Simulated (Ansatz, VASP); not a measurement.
Ag: VASP beside Ansatz

INCAR

```
SYSTEM = Ag
  PREC = Accurate
  ENCUT = 520
  EDIFF = 1E-7
  ISMEAR = 0
  SIGMA = 0.1
  LREAL = .FALSE.
  LASPH = .TRUE.
  NELM = 100
  ALGO = Fast
  ISIF = 2
  LWAVE = .FALSE.
  LCHARG = .TRUE.
  GGA = PE
  LELF = .TRUE.
  LVHAR = .TRUE.
  NBANDS = 24
```

File KPOINTS:

```
Automatic mesh
0
G
  4 4 4
  0 0 0
```

Contents of POSCAR:

```
Ag
1.0
   -2.8644713400      2.8644713400      2.8644713400
    2.8644713400     -2.8644713400      2.8644713400
    2.8644713400      2.8644713400     -2.8644713400
Ag
3
Direct
    0.0000000000      0.5000000000      0.5000000000
    0.5000000000      0.0000000000      0.5000000000
    0.5000000000      0.5000000000      0.0000000000
```

Input for Ansatz:

```yaml
crystal:
  lattice:
    - [-2.86447134, 2.86447134, 2.86447134]
    - [2.86447134, -2.86447134, 2.86447134]
    - [2.86447134, 2.86447134, -2.86447134]
  atoms:
    - { symbol: Ag, position: [0.0, 0.5, 0.5] }
    - { symbol: Ag, position: [0.5, 0.0, 0.5] }
    - { symbol: Ag, position: [0.5, 0.5, 0.0] }
basis:
  ecutwfc: 420
kpoints:
  mp_grid: { grid: [4, 4, 4] }
hamiltonian:
  xc: pbe
scf:
  occupations: { method: gaussian, width: 0.1 }
  lower_state_search: "off"
output:
  forces: true
  stress: true
  eigenvalues: true
```

Alike in both runs: task single point; functional PBE; k mesh 4 × 4 × 4; occupations gaussian, width 0.1 eV; no spin polarisation.

|  | VASP | Ansatz |
| --- | --- | --- |
| version | VASP 6.6.1 | Ansatz 0.2.0 |
| potentials or method | VASP PAW PBE potentials, release 64 (Ag), cutoff 520 eV | scalar-relativistic, plane waves, PAW |
| valence electrons in the cell | 33 | 57 |

|  | VASP | Ansatz | Ansatz less VASP |
| --- | --- | --- | --- |
| gap on the k mesh at the Fermi level (eV) | none | none | - |
| pressure (GPa) | -5.2 | -5.1 | +0.02 |

A gap of «none» marks a metal or a gap that the smearing closes. The functional is the same, so the differences come from potentials, cutoffs and numerics. VASP's potentials hold 33 valence electrons a cell and Ansatz's 57, so a difference there can come from the potentials and not from the codes.

The k mesh is coarse, so the values compare programs but aren't converged.
